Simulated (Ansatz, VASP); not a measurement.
Mg5Te2: VASP beside Ansatz

```
Mg Te
1.0
     3.05060    1.76126    5.72903
    -3.05060    1.76126    5.72903
     0.00000   -3.52253    5.72903
Mg Te
5 2
Direct
  0.46734 0.97450 0.46734
  0.46734 0.46734 0.97450
  0.97450 0.46734 0.46734
  0.47339 0.47339 0.47339
  0.14763 0.14763 0.14763
  0.77311 0.77311 0.77311
  0.98432 0.98432 0.98432
```

Alike in both runs: functional PBE; k mesh 3 × 3 × 3; occupations gaussian, width 0.2 eV; no spin polarisation.

Ansatz relaxed the structure, and its values are those at the end. VASP's run is a single point on that final structure, the one shown.

```csv
,VASP,Ansatz
version,VASP 6.6.1,Ansatz 0.2.0
potentials or method,"VASP PAW PBE potentials, release 64 (Mg, Te), cutoff 520 eV","scalar-relativistic, plane waves, PAW"
valence electrons in the cell,22,82
```

|  | VASP | Ansatz | Ansatz less VASP |
| --- | --- | --- | --- |
| gap on the k mesh at the Fermi level (eV) | none | none | - |
| pressure (GPa) | -0.1 | -0.1 | +0.07 |
| rms of the force components (eV/Å) | 0.010 | 0.010 | -0.0002 |

A gap of «none» marks a metal or a gap that the smearing closes. With one functional, cell and mesh, what is left measures potentials, basis and numerics. VASP's potentials hold 22 valence electrons a cell and Ansatz's 82, so a difference there can come from the potentials and not from the codes.

The k mesh is coarse, so the values compare programs but aren't converged. Neither program's run includes spin-orbit coupling.
